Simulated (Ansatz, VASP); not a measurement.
**Two plane-wave programs on Al**

INCAR

```
PREC = Accurate
ENCUT = 520
EDIFF = 1E-7
ISMEAR = -1
SIGMA = 0.1
LREAL = F
LASPH = T
NELM = 80
ALGO = Normal
ISIF = 2
LWAVE = F
LCHARG = F
GGA = B5
ALDAX = 1.0
AGGAX = 1.0
AGGAC = 1.0
ALDAC = 0.0
NBANDS = 10
```

KPOINTS

```
regular mesh
0
Gamma
  17 17 12
```

File POSCAR:

```
Al
1.0
   -3.1438591665      2.7384671052      1.3370056165
    2.7384671052     -3.1438591665      1.3370056165
    2.4158855365      2.4158855365     -2.0794819193
Al
2
Direct
    0.9885491666      0.0114508334      0.0000000000
    0.7614508334      0.2385491666      0.5000000000
```

Input for Ansatz:

```yaml
crystal:
  lattice:
    - [-3.1438591665, 2.7384671052, 1.3370056165]
    - [2.7384671052, -3.1438591665, 1.3370056165]
    - [2.4158855365, 2.4158855365, -2.0794819193]
  atoms:
    - { symbol: Al, position: [0.9885491666, 0.0114508334, 0.0] }
    - { symbol: Al, position: [0.7614508334, 0.2385491666, 0.5] }
hamiltonian:
  xc: blyp
  pseudopotentials:
    kind: paw
    azcp:
      Al: "pseudopotentials/Al.paw.azcp"
basis:
  ecutwfc: 420
  fft_grid_basis: typed
kpoints:
  mp_grid: { grid: [17, 17, 12], shift: [0, 0, 0] }
magnetization:
  spin_polarized: false
scf:
  occupations: { method: fermi_dirac, width: 0.1 }
  lower_state_search: "off"
output:
  stress: true
  write_density: true
  write_potential: true
  elf: true
  volumetric_format: npy
```

Alike in both runs: task single point; functional BLYP; k mesh 17 × 17 × 12; occupations fermi-dirac, width 0.1 eV; no spin polarisation.

```csv
,VASP,Ansatz
version,VASP 6.6.1,Ansatz 0.2.0
potentials or method,"VASP PAW PBE potentials, release 64 (Al), cutoff 520 eV","plane waves (420 eV) with PAW, scalar-relativistic"
valence electrons in the cell,6,6
```

|  | VASP | Ansatz | Ansatz less VASP |
| --- | --- | --- | --- |
| pressure (GPa) | 9.5 | 9.3 | -0.16 |
| traceless stress, the component that is largest in VASP (GPa) | -0.66 | -0.65 | +0.015 |

VASP's potentials were made for PBE, not for BLYP. The functional is the same, so the differences come from potentials, cutoffs and numerics.
